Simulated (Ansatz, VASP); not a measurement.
# Two plane-wave programs on FePt

```
Fe Pt
1.0
     4.17238    0.00000    0.00000
    -2.08619    3.61339    0.00000
     0.00000    0.00000    4.49350
Fe Pt
2 2
Cartesian
  0.0000 0.0000 1.1234
  0.0000 0.0000 3.3701
  0.0000 2.4089 3.3701
  2.0862 1.2045 1.1234
```

Alike in both runs: functional PBE; k mesh 6 × 6 × 4; occupations gaussian, width 0.1 eV; collinear spin.

Ansatz relaxed the structure, and its values are those at the end. VASP's run is a single point on that final structure, the one shown.

|  | VASP | Ansatz |
| --- | --- | --- |
| version | VASP 6.6.1 | Ansatz 0.2.0 |
| potentials or method | VASP PAW PBE potentials, release 64 (Fe, Pt), cutoff 520 eV | scalar-relativistic, plane waves, PAW |
| valence electrons in the cell | 36 | 68 |

```csv
,VASP,Ansatz,Ansatz less VASP
gap on the k mesh at the Fermi level (eV),none,none,-
pressure (GPa),-0.4,0.0,+0.37
net moment per atom (μB),1.66,1.65,-0.006
size of the moment on the site where the two differ most (μB),2.81,2.73,-0.085
```

Site moments also hang on the region over which each program counts them. A gap of «none» marks a metal or a gap that the smearing closes. VASP's potentials hold 36 valence electrons a cell and Ansatz's 68, so a difference there can come from the potentials and not from the codes.

Spin-orbit coupling is off throughout.
